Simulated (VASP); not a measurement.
Wanted: the native input for a VASP 6.6.1 run.

| Quantity | Value |
| --- | --- |
| Task | single point |
| Functional | PBEsol |
| Potentials or basis | VASP PAW PBE potentials, release 64 (Mg, O) |
| Cutoff | 600 eV |
| k mesh | 10 × 10 × 10 |
| Occupations | gaussian, width 0.02 eV |
| Spin | no spin polarisation |
| Dipole correction | no |
| Further INCAR settings | ALGO = Normal; EDIFF = 1e-06; NBANDS = 11 |

The structure of MgO lies in POSCAR:

```
MgO
1.0
    0.0000000000      2.1279934960      2.1279934960
    2.1279934960      0.0000000000      2.1279934960
    2.1279934960      2.1279934960      0.0000000000
Mg O
1 1
Direct
    0.0000000000      0.0000000000      0.0000000000
    0.5000000000      0.5000000000      0.5000000000
```

These files were run (other wordings do the same):

INCAR

```
SYSTEM = MgO
ALGO = Normal ; EDIFF = 1E-6
ENCUT = 600 ; GGA = PS
GGA_COMPAT = .FALSE. ; ISIF = 2
ISMEAR = 0 ; LASPH = .TRUE.
LCHARG = .FALSE. ; LREAL = .FALSE.
LWAVE = .FALSE. ; NBANDS = 11
NELM = 120 ; PREC = Accurate
SIGMA = 0.02
```

KPOINTS

```
k-points
0
G
  10 10 10
  0 0 0
```

Potentials or basis: VASP PAW PBE potentials, release 64 (Mg, O).

Launch:

```bash
$ cat potpaw_PBE.64/Mg/POTCAR potpaw_PBE.64/O/POTCAR > POTCAR
$ mpirun -np 1 vasp_std > vasp.out
```

Results of the run:

```yaml
Pressure: -5.2 GPa
Band_gap_on_the_k_mesh: 4.34 eV
```

Caveat: the cell stands under tension; the PAW data sets were made with another functional, which shifts forces and pressure a little.

Run time: 7.6 s on 1 thread of AMD EPYC 7R13 Processor (Zen 3), with other jobs on the host, peak memory 0.11 GiB.
